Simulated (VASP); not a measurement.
Crystal: Pr4Hg.

```
Pr Hg
1.0
     5.72433    0.00000    0.00000
    -2.86217    4.95742    0.00000
     0.00000    0.00000    5.07820
Pr Hg
4 1
Cartesian
  2.8622 0.0000 2.5391
  -1.4311 2.4787 2.5391
  1.4311 2.4787 2.5391
  0.0000 0.0000 2.5391
  0.0000 0.0000 0.0000
```

The cell was generated, and may not be a known phase.

* Program: VASP 6.6.1
* Task: relaxation of cell and atoms
* Functional: PBE
* Potentials or basis: VASP PAW PBE potentials, release 64 (Pr_3, Hg), 4f in core
* Cutoff: 500 eV
* k mesh: 3 × 3 × 3
* Occupations: gaussian, width 0.2 eV
* Spin: no spin polarisation

At the start: pressure 28.9 GPa; volume 28.82 Å³/atom.

**Question.** Where does the relaxation end?

**Answer.** Over 6 steps the energy falls by 1138.9 meV/atom and the volume is 49.52 Å³/atom (+71.8 %); space group P6/mmm (No. 191, to 0.1 Å) before and after.

Step by step:
```
step  energy change (eV)  largest force (eV/Å)  pressure (GPa)  volume (Å³)
   1              0.0000                0.0000           28.92       144.11
   2             -5.4006                0.0000           -2.10       281.06
   3             -5.6406                0.0000            1.14       231.10
   4             -5.6856                0.0000            0.15       243.97
   5             -5.6850                0.0000           -0.02       246.32
   6             -5.6947                0.0000           -0.09       247.62
```

Final structure:
```
Pr Hg
1.0
     7.02982    0.00000    0.00000
    -3.51491    6.08801    0.00000
     0.00000    0.00000    5.78593
Pr Hg
4 1
Direct
  0.50000 0.00000 0.50000
  0.00000 0.50000 0.50000
  0.50000 0.50000 0.50000
  0.00000 0.00000 0.50000
  0.00000 0.00000 0.00000
```

Caveat: the k points lie up to 0.36 Å⁻¹ apart in the final cell, too coarse for converged energies and pressures of a metal; the volume moved by over 15 % at a fixed basis, so the end points are rough.
